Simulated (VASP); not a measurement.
# Sb (I4/mmm) in VASP: further runs

The runs below take Sb through single point, with PBEsol.

Everything below comes from runs of VASP 6.6.1. Logs are shortened: lines on timing, memory, paths and dates and some standing lists are left out, and cuts for length are marked.

## 1. The cell of the first run

Symmetry: I4/mmm, No. 139, tetragonal system. Conventional cell: a = 3.353 Å, b = 3.353 Å, c = 4.624 Å, α = 90.00°, β = 90.00°, γ = 90.00°. Within 4.4 Å of Sb (site symmetry 4/mmm) lie 12 Sb at 3.31 to 3.35 Å.

## 2. Single point, PBEsol (strain -0.0250 x Voigt [1, 0, 0, 0, 0, 0])

INCAR reads:

```
SYSTEM = Sb
PREC     = Accurate       ! precision mode
ENCUT    = 520            ! plane-wave cutoff, eV
EDIFF    = 1E-6           ! SCF threshold, eV
ISMEAR   = 0              ! smearing method
SIGMA    = 0.15           ! smearing width, eV
LREAL    = .False.        ! projectors in reciprocal space
LASPH    = .True.         ! aspherical terms in the spheres
NELM     = 60             ! most SCF steps
ALGO     = Normal         ! electronic algorithm
ISIF     = 2              ! what is computed and relaxed
LWAVE    = .False.        ! write WAVECAR
LCHARG   = .False.        ! write CHGCAR
GGA      = PS             ! functional
NBANDS   = 8              ! bands
```

KPOINTS reads:

```
regular mesh
0
Gamma
  18 18 18
  0 0 0
```

POSCAR reads:

```
Sb
1.0
    0.0000000000      2.3712425216      2.3712425216
    2.3119614586      0.0000000000      2.3712425216
    2.3119614586      2.3712425216      0.0000000000
Sb
1
Direct
    0.0000000000      0.0000000000      0.0000000000
```

Potentials or basis: VASP PAW PBE potentials, release 64 (Sb).

On the command line:

```console
$ cat potpaw_PBE.64/Sb/POTCAR > POTCAR
$ mpirun -np 1 vasp_std > vasp.out
```

OUTCAR:

```text
SYSTEM = Sb
   PREC = Accurate
   ENCUT = 520
   EDIFF = 1E-6
   ISMEAR = 0
   LREAL = .False.
   LASPH = .True.
   NELM = 60
   ISIF = 2
   GGA = PS

 ion  position               nearest neighbor table
   1  0.000  0.000  0.000-

  LATTYP: Found a body centered tetragonal cell.
 ALAT       =     3.3534433337
 C/A-ratio  =     1.3788582233

  Lattice vectors:

 A1 = (  -2.3119614586,   0.0000000000,  -2.3712425216)
 A2 = (  -2.3119614586,   0.0000000000,   2.3712425216)
 A3 = (   2.3119614586,   2.3712425216,   0.0000000000)

Analysis of symmetry for initial positions (statically):
=====================================================================
 Subroutine PRICEL returns:
 Original cell was already a primitive cell.

 Routine SETGRP: Setting up the symmetry group for a
 body centered tetragonal supercell.

 Subroutine GETGRP returns: Found 16 space group operations
 (whereof 16 operations were pure point group operations)
 out of a pool of 16 trial point group operations.

The static configuration has the point symmetry D_4h.

Analysis of symmetry for dynamics (positions and initial velocities):
=====================================================================
 Subroutine PRICEL returns:
 Original cell was already a primitive cell.

 Routine SETGRP: Setting up the symmetry group for a
 body centered tetragonal supercell.

 Subroutine GETGRP returns: Found 16 space group operations
 (whereof 16 operations were pure point group operations)
 out of a pool of 16 trial point group operations.

The dynamic configuration has the point symmetry D_4h.

 Subroutine INISYM returns: Found 16 space group operations
 (whereof 16 operations are pure point group operations),
 and found     1 'primitive' translations

----------------------------------------------------------------------------------------

                                     Primitive cell

  volume of cell :      25.9994

  direct lattice vectors                    reciprocal lattice vectors
     0.000000000  2.371242522  2.371242522    -0.216266581  0.210859916  0.210859916
     2.311961459  0.000000000  2.371242522     0.216266581 -0.210859916  0.210859916
     2.311961459  2.371242522  0.000000000     0.216266581  0.210859916 -0.210859916

  length of vectors
     3.353443334  3.311790586  3.311790586     0.368368081  0.368368081  0.368368081

  position of ions in fractional coordinates (direct lattice)
     0.000000000  0.000000000  0.000000000

  ion indices of the primitive-cell ions
   primitive index   ion index
                 1           1

----------------------------------------------------------------------------------------

 KPOINTS: regular mesh

Automatic generation of k-mesh.
 Grid dimensions read from file:
 generate k-points for:   18   18   18

 Generating k-lattice:

  Cartesian coordinates                     Fractional coordinates (reciprocal lattice)
    -0.012014810  0.011714440  0.011714440     0.055555556  0.000000000  0.000000000
     0.012014810 -0.011714440  0.011714440     0.000000000  0.055555556 -0.000000000
     0.012014810  0.011714440 -0.011714440     0.000000000 -0.000000000  0.055555556

  Length of vectors
     0.020464893  0.020464893  0.020464893

  Shift w.r.t. Gamma in fractional coordinates (k-lattice)
     0.000000000  0.000000000  0.000000000

 Subroutine IBZKPT returns following result:
 ===========================================

 Found    480 irreducible k-points:

 Following reciprocal coordinates:
            Coordinates               Weight
  0.000000  0.000000  0.000000      1.000000
  0.055556 -0.000000 -0.000000      8.000000
  0.111111 -0.000000 -0.000000      8.000000
  0.166667  0.000000  0.000000      8.000000
  0.222222  0.000000  0.000000      8.000000
  0.277778 -0.000000 -0.000000      8.000000
[... 16 lines left out ...]
 -0.277778  0.055556 -0.000000     16.000000
 -0.222222  0.055556  0.000000     16.000000
 [... further k-points ...]
   k-points           NKPTS =    480   k-points in BZ     NKDIM =    480   number of bands    NBANDS=      8
   number of dos      NEDOS =    301   number of ions     NIONS =      1
   total plane-waves  NPLWV =  21952
   dimension x,y,z NGX =    28 NGY =   28 NGZ =   28
   dimension x,y,z NGXF=    56 NGYF=   56 NGZF=   56
   ions per type =               1
   NGX,Y,Z   is equivalent  to a cutoff of  13.88, 14.06, 14.06 a.u.
   NGXF,Y,Z  is equivalent  to a cutoff of  27.76, 28.11, 28.11 a.u.
 SYSTEM =  Sb
   PREC   = accura    normal or accurate (medium, high low for compatibility)
   ISTART =      0    job   : 0-new  1-cont  2-samecut
   ICHARG =      2    charge: 1-file 2-atom 10-const
   ISPIN  =      1    spin polarized calculation?
   LNONCOLLINEAR =      F non collinear calculations
   LSORBIT =      F    spin-orbit coupling
   LASPH  =      T    aspherical Exc in radial PAW
   ENCUT  =  520.0 eV  38.22 Ry    6.18 a.u.   6.24  6.16  6.16*2*pi/ulx,y,z
   NELM   =     60;   NELMIN=  2; NELMDL= -5     # of ELM steps
   EDIFF  = 0.1E-05   stopping-criterion for ELM
   LREAL  =      F    real-space projection
   EDIFFG = 0.1E-04   stopping-criterion for IOM
   NSW    =      0    number of steps for IOM
   IBRION =     -1    ionic relax: 0-MD 1-quasi-New 2-CG
   NFREE  =      0    steps in history (QN), initial steepest desc. (CG)
   ISIF   =      2    stress and relaxation
   ISYM   =      2    0-nonsym 1-usesym 2-fastsym
   POTIM  = 0.5000    time-step for ionic-motion
   TEBEG  =    0.0;   TEEND  =   0.0 temperature during run
   PSTRESS=    0.0 pullay stress
   NELECT =       5.0000    total number of electrons
   NUPDOWN=      -1.0000    fix difference up-down
   EMIN   =  10.00;   EMAX   =-10.00  energy-range for DOS
   EFERMI =   0.00;   METHOD = LEGACY
   ISMEAR =     0;   SIGMA  =   0.15  broadening in eV -4-tet -1-fermi 0-gaus
   EFERMI_NEDOS =   21; number of points for ismear=-14 and -15
   IALGO  =     38    algorithm
   IMIX   =      4    mixing-type and parameters
     AMIX     =   0.40;   BMIX     =  1.00
     AMIX_MAG =   1.60;   BMIX_MAG =  1.00
  volume/ion in A,a.u.               =      26.00       175.45
  Fermi-wavevector in a.u.,A,eV,Ry     =   0.944954  1.785704 12.149159  0.892938
  Thomas-Fermi vector in A             =   2.072809
   LORBIT       =      0    0 simple, 1 ext, 2 COOP (PROOUT), +10 PAW based schemes
   GGA     = PS    functional components
   LHFCALC =     F    Hartree Fock is set to
   AEXX    =    0.0000 exact exchange contribution
   IVDW    =     0    specifies the selected vdW correction
   LEPSILON=     F    determine dielectric tensor
   LRPA    =     F    only Hartree local field effects (RPA)
 non-spin polarized calculation
 Gauss-broadening in eV      SIGMA  =   0.15
  energy-cutoff  :      520.00
  volume of cell :       26.00
 maximum number of plane-waves:       712
 NGX is ok and might be reduce to    28
   NGX = 13   NGY = 13   NGZ = 13

 number of electron       5.0000000 magnetization

 Free energy of the ion-electron system (eV)
  ---------------------------------------------------
  ext. energy  EPLUGINS =         0.00000000
  ---------------------------------------------------
  free energy    TOTEN  =        -4.30219574 eV

  energy without entropy =       -4.29500149  energy(sigma->0) =       -4.29859861

 E-fermi :   8.8679     XC(G=0): -10.4862

 val. band max:        8.8653495001   @ k =   0.2778   0.4444   0.0556
 cond. band min:       8.8753506723   @ k =  -0.1667   0.3889   0.2222
 fundamental gap:      0.0100011722
 Fermi energy:         8.8679058043

 k-point     1 :       0.0000    0.0000    0.0000
  band No.  band energies     occupation
      1      -4.3779      2.00000
      2      14.4013      0.00000
      3      14.4234      0.00000
      4      14.4234      0.00000
      5      18.9012      0.00000
      6      18.9012      0.00000
      7      19.0588      0.00000
      8      19.0977      0.00000

 k-point     2 :       0.0556   -0.0000   -0.0000
  band No.  band energies     occupation
      1      -4.3146      2.00000
      2      13.7686      0.00000
      3      14.3225      0.00000
      4      14.3304      0.00000
      5      18.2194      0.00000
      6      19.0510      0.00000
      7      19.1430      0.00000
      8      20.2821      0.00000

 k-point     3 :       0.1111   -0.0000   -0.0000
  band No.  band energies     occupation
      1      -4.1252      2.00000
      2      12.3095      0.00000
      3      14.0621      0.00000
      4      14.1248      0.00000
      5      17.7788      0.00000
      6      19.4140      0.00000
      7      19.5063      0.00000
      8      21.4154      0.00000

 k-point     4 :       0.1667    0.0000    0.0000
  band No.  band energies     occupation
      1      -3.8108      2.00000
      2      10.6024      0.00000
      3      13.7247      0.00000
      4      13.8557      0.00000
      5      17.4840      0.00000
      6      19.6569      0.00000
      7      19.8663      0.00000
      8      21.3283      0.00000

 k-point     5 :       0.2222    0.0000    0.0000
  band No.  band energies     occupation
      1      -3.3741      2.00000
      2       8.8758      0.94070
      3      13.3765      0.00000
      4      13.5772      0.00000
      5      17.2794      0.00000
      6      19.3759      0.00000
      7      19.7374      0.00000
      8      20.9974      0.00000
[... 177 lines left out ...]
 k-point    22 :      -0.3333    0.0556   -0.0000
  band No.  band energies     occupation
      1      -1.8668      2.00000
      2       5.2399      2.00000
      3      11.9308      0.00000
      4      13.2190      0.00000
      5      17.4895      0.00000
      6      18.0020      0.00000
      7      18.6781      0.00000
      8      20.2410      0.00000

 k-point    23 :      -0.2778    0.0556   -0.0000
  band No.  band energies     occupation
      1      -2.5510      2.00000
      2       6.7183      2.00000
      3      12.0911      0.00000
      4      13.5334      0.00000
      5      17.5115      0.00000
      6      18.4694      0.00000
      7      19.0677      0.00000
      8      20.7432      0.00000

 k-point    24 :      -0.2222    0.0556    0.0000
  band No.  band energies     occupation
      1      -3.1411      2.00000
      2       8.3299      2.00000
      3      12.3420      0.00000
      4      13.8590      0.00000
      5      17.5818      0.00000
      6      18.9838      0.00000
      7      19.5825      0.00000
      8      21.1678      0.00000

 [... further k-points ...]

------------------------ aborting loop because EDIFF is reached ----------------------------------------

  FORCE on cell =-STRESS in cart. coord.  units (eV):
  Direction    XX          YY          ZZ          XY          YZ          ZX
  --------------------------------------------------------------------------------------
  -------------------------------------------------------------------------------------
  Total        0.0233016      0.1000507      0.1000507      0.0000000      0.0000000      0.0000000
  in kB        1.4359335      6.1654975      6.1654975      0.0000000      0.0000000      0.0000000
  external PRESSURE =       4.5889762 kB  Pullay stress =       0.0000000 kB

 VOLUME and BASIS-vectors are now :
 -----------------------------------------------------------------------------
  energy-cutoff  :      520.00
  volume of cell :       26.00
      direct lattice vectors                 reciprocal lattice vectors
     0.000000000  2.371242522  2.371242522    -0.216266581  0.210859916  0.210859916
     2.311961459  0.000000000  2.371242522     0.216266581 -0.210859916  0.210859916
     2.311961459  2.371242522  0.000000000     0.216266581  0.210859916 -0.210859916

 POSITION                                       TOTAL-FORCE (eV/Angst)
 -----------------------------------------------------------------------------------
      0.00000      0.00000      0.00000         0.000000      0.000000      0.000000
 -----------------------------------------------------------------------------------
    total drift:                                0.000000      0.000000      0.000000

  FREE ENERGIE OF THE ION-ELECTRON SYSTEM (eV)
  ---------------------------------------------------
  free  energy   TOTEN  =        -4.3021957368 eV

  energy  without entropy=       -4.2950014898  energy(sigma->0) =       -4.29859861
```

It took 64 s on 1 thread of Intel Xeon 6975P-C, shared host; peak memory 0.23 GiB.

Results:

```yaml
Free_energy: -4.3022 eV
Pressure: 0.5 GPa
```

Caveat: the cell differs from its parent crystal (strain -0.0250 x Voigt [1, 0, 0, 0, 0, 0]); the PAW data sets were made with another functional, which shifts forces and pressure a little; spin-orbit coupling is left out, which moves the levels of the heavy elements.

## 3. Single point, PBEsol (strain +0.0250 x Voigt [1, 0, 0, 0, 0, 0])

INCAR reads:

```
SYSTEM = Sb
PREC = Accurate
ENCUT = 520
EDIFF = 1E-6
ISMEAR = 0
SIGMA = 0.15
LREAL = .False.
LASPH = .True.
NELM = 60
ALGO = Normal
ISIF = 2
LWAVE = .False.
LCHARG = .False.
GGA = PS
NBANDS = 8
```

KPOINTS reads:

```
Automatic mesh
0
Gamma
  18 18 18
  0 0 0
```

POSCAR reads:

```
Sb
1.0
    0.0000000000      2.3712425216      2.3712425216
    2.4305235846      0.0000000000      2.3712425216
    2.4305235846      2.3712425216      0.0000000000
Sb
1
Direct
    0.0000000000      0.0000000000      0.0000000000
```

Potentials or basis: VASP PAW PBE potentials, release 64 (Sb).

On the command line:

```console
$ cat potpaw_PBE.64/Sb/POTCAR > POTCAR
$ mpirun -np 1 vasp_std > vasp.out
```

Run time: 66 s. Hardware: 1 thread of Intel Xeon 6975P-C, shared host; peak memory 0.24 GiB.

Results (log left out):

* Free energy: -4.2924 eV
* Pressure: -2.7 GPa

Stress tensor (GPa, compression positive):
```
-2.41  0.00  0.00
 0.00 -2.82  0.00
 0.00  0.00 -2.82
```

Levels at points of the mesh, in eV from the Fermi level:
```csv
k point,band 1,band 2,band 3,band 4,band 5,band 6
"(0.00, 0.00, 0.00)",-12.84,5.18,5.18,5.18,9.82,9.98
"(0.50, 0.00, 0.00)",-9.17,-5.75,3.33,3.73,7.99,8.95
"(0.50, 0.50, 0.00)",-7.49,-4.80,0.16,0.34,3.99,4.53
"(0.00, 0.50, 0.50)",-7.80,-4.99,0.55,0.55,4.31,4.75
```

Caveat: the cell differs from its parent crystal (strain +0.0250 x Voigt [1, 0, 0, 0, 0, 0]); the PAW data sets were made with another functional, which shifts forces and pressure a little; spin-orbit coupling is left out, which moves the levels of the heavy elements.

## 4. Single point, PBEsol (strain +0.0500 x Voigt [1, 0, 0, 0, 0, 0])

INCAR reads:

```
SYSTEM = Sb
PREC = Accurate
ENCUT = 520
EDIFF = 1E-6
ISMEAR = 0
SIGMA = 0.15
LREAL = .FALSE.
LASPH = .TRUE.
NELM = 80
ALGO = Normal
ISIF = 2
LWAVE = .FALSE.
LCHARG = .FALSE.
GGA = PS
NBANDS = 8
```

KPOINTS reads:

```
Automatic mesh
0
G
  18 18 18
  0 0 0
```

POSCAR reads:

```
Sb
1.0
    0.0000000000      2.3712425216      2.3712425216
    2.4898046477      0.0000000000      2.3712425216
    2.4898046477      2.3712425216      0.0000000000
Sb
1
Direct
    0.0000000000      0.0000000000      0.0000000000
```

On the command line:

```console
$ cat potpaw_PBE.64/Sb/POTCAR > POTCAR
$ mpirun -np 1 vasp_std > vasp.out
```

It took 65 s on 1 thread of Intel Xeon 6975P-C, shared host; peak memory 0.24 GiB.

The run converged. Its results:

```yaml
Free_energy: -4.2802 eV
Pressure: -3.9 GPa
```

Stress tensor (GPa, compression positive):
```
-3.40  0.00  0.00
 0.00 -4.20  0.00
 0.00  0.00 -4.20
```

Levels at points of the mesh, in eV from the Fermi level:
```
           k point  band 1  band 2  band 3  band 4  band 5  band 6
(0.00, 0.00, 0.00)  -12.64    5.01    5.03    5.03    9.67    9.98
(0.50, 0.00, 0.00)   -9.10   -5.58    3.04    3.82    7.67    8.93
(0.50, 0.50, 0.00)   -7.39   -4.60    0.00    0.36    3.90    4.51
(0.00, 0.50, 0.50)   -7.98   -4.95    0.76    0.76    4.51    4.92
```

Caveat: the cell differs from its parent crystal (strain +0.0500 x Voigt [1, 0, 0, 0, 0, 0]); the PAW data sets were made with another functional, which shifts forces and pressure a little; spin-orbit coupling is left out, which moves the levels of the heavy elements.

## 5. Summary

```csv
cell,gap on the mesh (eV),pressure (GPa)
"a = 3.353, b = 3.312, c = 3.312 Å, angles 60.8, 59.6, 59.6°, 1 atom",none,0.5
"a = 3.353, b = 3.396, c = 3.396 Å, angles 59.2, 60.4, 60.4°, 1 atom",none,-2.7
"a = 3.353, b = 3.438, c = 3.438 Å, angles 58.4, 60.8, 60.8°, 1 atom",none,-3.9
```

Alike in all rows: task single point; level PBEsol; potentials or basis VASP PAW PBE potentials, release 64 (Sb); no spin polarisation; k mesh 18 × 18 × 18; cutoff (eV) 520; smearing gaussian 0.15 eV.

Caveats: the PAW data sets were made with another functional, which shifts forces and pressure a little; spin-orbit coupling is left out, which moves the levels of the heavy elements.

Absolute energies hang on the potentials; compare differences alone.
